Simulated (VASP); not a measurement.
A run of VASP 6.6.1 is set up as follows.

Contents of INCAR:

```
SYSTEM = RbCaH3
PREC = Accurate ; ENCUT = 520
EDIFF = 1E-6 ; ISMEAR = 0
SIGMA = 0.05 ; LREAL = .FALSE.
LASPH = .TRUE. ; NELM = 100
ALGO = Normal ; ISIF = 2
LWAVE = .FALSE. ; LCHARG = .FALSE.
NBANDS = 19
```

The input KPOINTS:

```
regular mesh
0
G
  6 6 6
  0 0 0
```

POSCAR

```
RbCaH3
1.0
    4.5470000000      0.0000000000      0.0000000000
    0.0000000000      4.5470000000      0.0000000000
    0.0000000000      0.0000000000      4.5470000000
Rb Ca H
1 1 3
Direct
    0.0031743472      0.0031743472      0.0031743472
    0.5000000000      0.5000000000      0.5000000000
    0.0000000000      0.5000000000      0.5000000000
    0.5000000000      0.0000000000      0.5000000000
    0.5000000000      0.5000000000      0.0000000000
```

Potentials or basis: VASP PAW LDA potentials, release 64 (Rb_sv, Ca_sv, H).

Command:

```sh
$ cat potpaw_LDA.64/Rb_sv/POTCAR potpaw_LDA.64/Ca_sv/POTCAR potpaw_LDA.64/H/POTCAR > POTCAR
$ mpirun -np 1 vasp_std > vasp.out
```

Question: Predict the pressure.

Answer: -2.4 GPa.

Question: What does it give for the largest force?

Answer: 0.021 eV/Å.

Forces on the atoms (eV/Å):
```
Rb  -0.012 -0.012 -0.012
Ca   0.012  0.012  0.012
H    0.004 -0.002 -0.002
H   -0.002  0.004 -0.002
H   -0.002 -0.002  0.004
```

Caveat: the cell differs from its parent crystal (all Rb atoms moved +0.025 Å, as atom 1 along Cartesian [1 1 1]).
